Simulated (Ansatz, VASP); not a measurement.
**Two plane-wave programs on Pd**

Contents of INCAR:

```
SYSTEM = Pd
  PREC = Accurate
  ENCUT = 600
  EDIFF = 1E-6
  ISMEAR = 0
  SIGMA = 0.1
  LREAL = .FALSE.
  LASPH = .TRUE.
  NELM = 80
  ALGO = Fast
  ISIF = 3
  LWAVE = .FALSE.
  LCHARG = .FALSE.
  GGA = PE
  IBRION = 2
  NSW = 90
  EDIFFG = -0.04
```

Contents of KPOINTS:

```
Automatic mesh
0
G
  6 6 6
  0 0 0
```

POSCAR

```
Pd
1.0
    1.4626119918      0.8444394272      7.0687119811
   -1.4626119918      0.8444394272      7.0687119811
    0.0000000000     -1.6888788544      7.0687119811
Pd
3
Direct
    0.0000000000      0.0000000000      0.0000000000
    0.2222200000      0.2222200000      0.2222200000
    0.7777800000      0.7777800000      0.7777800000
```

Input for Ansatz:

```yaml
crystal:
  lattice:
    - [1.4626119918, 0.8444394272, 7.0687119811]
    - [-1.4626119918, 0.8444394272, 7.0687119811]
    - [0.0, -1.6888788544, 7.0687119811]
  atoms:
    - { symbol: Pd, position: [0.0, 0.0, 0.0] }
    - { symbol: Pd, position: [0.22222, 0.22222, 0.22222] }
    - { symbol: Pd, position: [0.77778, 0.77778, 0.77778] }
basis:
  ecutwfc: 420
kpoints:
  mp_grid: { grid: [6, 6, 6] }
hamiltonian:
  xc: pbe
scf:
  occupations: { method: gaussian, width: 0.1 }
  lower_state_search: "off"
output:
  forces: true
  stress: true
  eigenvalues: true
relax:
  adjacent_minimum: "off"
  f_tol: 0.04
  max_steps: 70
  cell: { stress_tol: 0.4 }
```

Alike in both runs: task relaxation of cell and atoms; functional PBE; k mesh 6 × 6 × 6; occupations gaussian, width 0.1 eV; no spin polarisation.

|  | VASP | Ansatz |
| --- | --- | --- |
| version | VASP 6.6.1 | Ansatz 0.2.0 |
| potentials or method | VASP PAW PBE potentials, release 64 (Pd), cutoff 600 eV | scalar-relativistic, plane waves, PAW |
| valence electrons in the cell | 30 | 54 |

```tsv
	VASP	Ansatz	Ansatz less VASP
gap on the k mesh at the Fermi level, each at its own relaxed structure (eV)	none	none	-
relaxed volume (Å³/atom)	15.25	15.28	+0.028
relaxed cell length with the largest relative difference (Å)	7.094	7.105	+0.0109
```

A gap of «none» marks a metal or a gap that the smearing closes. VASP's potentials hold 30 valence electrons a cell and Ansatz's 54, so a difference there can come from the potentials and not from the codes.

The k mesh is coarse, so the values compare programs but aren't converged.
